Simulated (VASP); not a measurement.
Input of a VASP 6.6.1 run:

INCAR

```
SYSTEM = C
ALGO     = Normal         ! electronic algorithm
EDIFF    = 1E-6           ! SCF threshold, eV
ENCUT    = 520            ! plane-wave cutoff, eV
GGA      = PE             ! functional
ISIF     = 2              ! what is computed and relaxed
ISMEAR   = -1             ! smearing method
IVDW     = 13             ! dispersion correction
LASPH    = .True.         ! aspherical terms in the spheres
LCHARG   = .False.        ! write CHGCAR
LREAL    = .False.        ! projectors in reciprocal space
LWAVE    = .False.        ! write WAVECAR
NBANDS   = 11             ! bands
NELM     = 80             ! most SCF steps
PREC     = Accurate       ! precision mode
SIGMA    = 0.05           ! smearing width, eV
```

Contents of KPOINTS:

```
k-points
0
Gamma
  12 12 3
  0 0 0
```

The input POSCAR:

```
C
1.0
    2.4627214829      0.0000000000      0.0000000000
   -1.2313607414      2.1327793666      0.0000000000
    0.0000000000      0.0000000000      8.4781656589
C
2
Direct
    0.6666666667      0.3333333333      0.0000000000
    0.3333333333      0.6666666667      0.0000000000
```

Potentials or basis: VASP PAW PBE potentials, release 64 (C).

Command:

```sh
$ cat potpaw_PBE.64/C/POTCAR > POTCAR
$ mpirun -np 1 vasp_std > vasp.out
```

Problem. Predict the dispersion energy per atom.

Solution. -0.108 eV.

Problem. What does it give for the band gap on the k mesh?

Solution. Zero (filled and empty bands touch).
